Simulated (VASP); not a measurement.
# CdS (Fm-3m) in VASP: further runs, part 3 of 3

VASP 6.6.1. Earlier steps stand in the parts before.

## Step 4: Phonons, r2SCAN

This run uses another cell than the first one, of 18.87 Å³/atom.

File INCAR:

```
SYSTEM = CdS
  ALGO = Normal
  EDIFF = 1E-8
  ENCUT = 520
  IBRION = 6
  ISIF = 2
  ISMEAR = 0
  LASPH = .TRUE.
  LCHARG = .FALSE.
  LMIXTAU = .TRUE.
  LREAL = .FALSE.
  LWAVE = .FALSE.
  METAGGA = R2SCAN
  NELM = 80
  NFREE = 2
  NSW = 1
  POTIM = 0.015
  PREC = Accurate
  SIGMA = 0.01
```

File KPOINTS:

```
k-points
0
G
  8 8 8
  0 0 0
```

File POSCAR:

```
CdS
1.0
    2.6623133252      2.6623133252      0.0000000000
   -2.6623133252      2.6623133252      0.0000000000
    0.0000000000      2.6623133252      2.6623133252
Cd S
1 1
Direct
    0.0000000000      0.0000000000      0.0000000000
    0.5000000000      0.5000000000      0.0000000000
```

Potentials or basis: VASP PAW PBE potentials, release 64 (Cd, S).

On the command line:

```sh
cat potpaw_PBE.64/Cd/POTCAR potpaw_PBE.64/S/POTCAR > POTCAR
mpirun -np 1 vasp_std > vasp.out
```

OUTCAR:

```text
SYSTEM = CdS
   EDIFF = 1E-8
   ENCUT = 520
   IBRION = 6
   ISIF = 2
   ISMEAR = 0
   LASPH = .TRUE.
   LREAL = .FALSE.
   METAGGA = R2SCAN
   NELM = 80
   NFREE = 2
   NSW = 1
   POTIM = 0.015
   PREC = Accurate

 ion  position               nearest neighbor table
   1  0.000  0.000  0.000-   2 2.66   2 2.66   2 2.66   2 2.66   2 2.66   2 2.66
   2  0.500  0.500  0.000-   1 2.66   1 2.66   1 2.66   1 2.66   1 2.66   1 2.66

  LATTYP: Found a face centered cubic cell.
 ALAT       =     5.3246266504

  Lattice vectors:

 A1 = (   0.0000000000,   2.6623133252,   2.6623133252)
 A2 = (   2.6623133252,   0.0000000000,   2.6623133252)
 A3 = (   2.6623133252,   2.6623133252,   0.0000000000)

Analysis of symmetry for initial positions (statically):
=====================================================================
 Subroutine PRICEL returns:
 Original cell was already a primitive cell.

 Routine SETGRP: Setting up the symmetry group for a
 face centered cubic supercell.

 Subroutine GETGRP returns: Found 48 space group operations
 (whereof 48 operations were pure point group operations)
 out of a pool of 48 trial point group operations.

The static configuration has the point symmetry O_h .

Analysis of symmetry for dynamics (positions and initial velocities):
=====================================================================
 Subroutine PRICEL returns:
 Original cell was already a primitive cell.

 Routine SETGRP: Setting up the symmetry group for a
 face centered cubic supercell.

 Subroutine GETGRP returns: Found 48 space group operations
 (whereof 48 operations were pure point group operations)
 out of a pool of 48 trial point group operations.

The dynamic configuration has the point symmetry O_h .

 Subroutine INISYM returns: Found 48 space group operations
 (whereof 48 operations are pure point group operations),
 and found     1 'primitive' translations

----------------------------------------------------------------------------------------

                                     Primitive cell

  volume of cell :      37.7405

  direct lattice vectors                    reciprocal lattice vectors
     2.662313325  2.662313325  0.000000000     0.187806595  0.187806595 -0.187806595
    -2.662313325  2.662313325  0.000000000    -0.187806595  0.187806595 -0.187806595
     0.000000000  2.662313325  2.662313325     0.000000000  0.000000000  0.375613190

  length of vectors
     3.765079612  3.765079612  3.765079612     0.325290564  0.325290564  0.375613190

  position of ions in fractional coordinates (direct lattice)
     0.000000000  0.000000000  0.000000000
     0.500000000  0.500000000  0.000000000

  ion indices of the primitive-cell ions
   primitive index   ion index
                 1           1
                 2           2

----------------------------------------------------------------------------------------

[... 111 lines left out ...]

 Free energy of the ion-electron system (eV)
  ---------------------------------------------------
  ext. energy  EPLUGINS =         0.00000000
  ---------------------------------------------------
  free energy    TOTEN  =       -29.45679719 eV

  energy without entropy =      -29.45679719  energy(sigma->0) =      -29.45679719

------------------------ aborting loop because EDIFF is reached ----------------------------------------

  FORCE on cell =-STRESS in cart. coord.  units (eV):
  Direction    XX          YY          ZZ          XY          YZ          ZX
  --------------------------------------------------------------------------------------
  -------------------------------------------------------------------------------------
  Total        1.7989554      1.7989554      1.7989554      0.0000000     -0.0000000      0.0000000
  in kB       76.3701214     76.3701214     76.3701214      0.0000000     -0.0000000      0.0000000
  external PRESSURE =      76.3701214 kB  Pullay stress =       0.0000000 kB
[... 131 lines left out ...]
--------------------------------------- Ionic step        5  -------------------------------------------

 number of electron      18.0000002 magnetization

 Free energy of the ion-electron system (eV)
  ---------------------------------------------------
  ext. energy  EPLUGINS =         0.00000000
  ---------------------------------------------------
  free energy    TOTEN  =       -29.45644098 eV

  energy without entropy =      -29.45644098  energy(sigma->0) =      -29.45644098

 E-fermi :   3.6074     XC(G=0): -11.3941

 val. band max:        3.5122376431   @ k =   0.5000   0.0000   0.0000
 cond. band min:       4.2300484640   @ k =   0.0000  -1.0000  -0.5000
 fundamental gap:      0.7178108210
 Fermi energy:         3.6073920692

 k-point     1 :       0.0000    0.0000    0.0000
  band No.  band energies     occupation
      1     -10.3943      2.00000
      2      -4.5298      2.00000
      3      -4.5291      2.00000
      4      -4.5247      2.00000
      5      -4.5247      2.00000
      6      -4.5244      2.00000
      7       2.5667      2.00000
      8       2.5667      2.00000
      9       2.5668      2.00000
     10       5.4666      0.00000
     11      13.2469      0.00000
     12      13.2469      0.00000
     13      13.2474      0.00000
[... 354 lines left out ...]
  band No.  band energies     occupation
      1      -9.0940      2.00000
      2      -4.8486      2.00000
      3      -4.6856      2.00000
      4      -4.6172      2.00000
      5      -4.2561      2.00000
      6      -4.1416      2.00000
      7      -1.4000      2.00000
      8       1.4507      2.00000
      9       2.4310      2.00000
     10       8.1392      0.00000
     11       9.1937      0.00000
     12      11.6517      0.00000
     13      12.5286      0.00000

 [... further k-points ...]

------------------------ aborting loop because EDIFF is reached ----------------------------------------

  FORCE on cell =-STRESS in cart. coord.  units (eV):
  Direction    XX          YY          ZZ          XY          YZ          ZX
  --------------------------------------------------------------------------------------
  -------------------------------------------------------------------------------------
  Total        1.8062263      1.7984003      1.7984003      0.0000000      0.0000000     -0.0000000
  in kB       76.6787879     76.3465552     76.3465552      0.0000000      0.0000000     -0.0000000
  external PRESSURE =      76.4572994 kB  Pullay stress =       0.0000000 kB
[... 17 lines left out ...]
  FREE ENERGIE OF THE ION-ELECTRON SYSTEM (eV)
  ---------------------------------------------------
  free  energy   TOTEN  =       -29.4564409845 eV

  energy  without entropy=      -29.4564409845  energy(sigma->0) =      -29.45644098

 INTERNAL STRAIN TENSORS FROM DISPLACED ATOMS
 ============================================

 INTERNAL STRAIN TENSOR FOR ION    1 for displacements in x,y,z  (eV/Angst):
          X           Y           Z          XY          YZ          ZX
  --------------------------------------------------------------------------------
  x     0.00000     0.00000     0.00000     0.00000     0.00000     0.00000
  y     0.00000     0.00000     0.00000     0.00000     0.00000     0.00000
  z     0.00000     0.00000     0.00000     0.00000     0.00000     0.00000

 INTERNAL STRAIN TENSOR FOR ION    2 for displacements in x,y,z  (eV/Angst):
          X           Y           Z          XY          YZ          ZX
  --------------------------------------------------------------------------------
  x     0.00000     0.00000     0.00000     0.00000     0.00000     0.00000
  y     0.00000     0.00000     0.00000     0.00000     0.00000     0.00000
  z     0.00000     0.00000     0.00000     0.00000     0.00000     0.00000

 Eigenvectors and eigenvalues of the dynamical matrix
 ----------------------------------------------------

   1 f  =    5.560426 THz    34.937188 2PiTHz  185.475854 cm-1    22.996065 meV
             X         Y         Z           dx          dy          dz
      0.000000  0.000000  0.000000     0.471242   -0.000000   -0.000000
      0.000000  2.662313  0.000000    -0.882004    0.000000   -0.000000
[... 21 lines left out ...]
   6 f/i=    0.000829 THz     0.005211 2PiTHz    0.027666 cm-1     0.003430 meV
             X         Y         Z           dx          dy          dz
      0.000000  0.000000  0.000000    -0.013773    0.092638    0.877017
      0.000000  2.662313  0.000000    -0.007359    0.049495    0.468578

 ELASTIC MODULI CONTR FROM IONIC RELAXATION (kBar)
 Direction    XX          YY          ZZ          XY          YZ          ZX
 --------------------------------------------------------------------------------
 XX           0.0000      0.0000      0.0000      0.0000      0.0000      0.0000
 YY           0.0000      0.0000      0.0000      0.0000      0.0000      0.0000
 ZZ           0.0000      0.0000      0.0000      0.0000      0.0000      0.0000
 XY           0.0000      0.0000      0.0000      0.0000      0.0000      0.0000
 YZ           0.0000      0.0000      0.0000      0.0000      0.0000      0.0000
 ZX           0.0000      0.0000      0.0000      0.0000      0.0000      0.0000
 --------------------------------------------------------------------------------
```

OSZICAR:

```text
N       E                     dE             d eps       ncg     rms          rms(c)
DAV:   1     0.868990768932E+02    0.86899E+02   -0.98023E+03   762   0.136E+03
DAV:   2    -0.300288267871E+02   -0.11693E+03   -0.11017E+03   854   0.307E+02
DAV:   3    -0.344351680192E+02   -0.44063E+01   -0.43941E+01   924   0.643E+01
[... 72 lines left out ...]
DAV:   8    -0.294564397016E+02   -0.11549E-05   -0.35869E-06  1549   0.183E-02    0.948E-04
DAV:   9    -0.294564412128E+02   -0.15112E-05   -0.48146E-07  1574   0.832E-03    0.492E-04
DAV:  10    -0.294564410132E+02    0.19963E-06   -0.56839E-08  1609   0.254E-03    0.648E-04
DAV:  11    -0.294564410288E+02   -0.15591E-07   -0.13960E-08  1120   0.126E-03    0.191E-04
DAV:  12    -0.294564409753E+02    0.53477E-07   -0.85232E-09   833   0.850E-04    0.284E-04
DAV:  13    -0.294564409845E+02   -0.92284E-08   -0.18896E-09   817   0.382E-04
   5 F= -.29456441E+02 E0= -.29456441E+02  d E =-.327252E-43
```

Run time: 3.3 min. Hardware: 1 thread of Intel Xeon 6975P-C (Granite Rapids), shared host; peak memory 0.2 GiB.

Results:

| Quantity | Value |
| --- | --- |
| Highest phonon frequency at Γ, LO-TO splitting left out | 185 cm⁻¹ |

Phonon frequencies in cm⁻¹ (negative: imaginary):
| q point | frequencies |
| --- | --- |
| (0.000, 0.000, 0.000) | 0 0 0 185 185 185 |

Caveat: the cell stands under pressure or tension, which shifts response properties; the PAW data sets were made with another functional, which shifts forces and pressure a little.
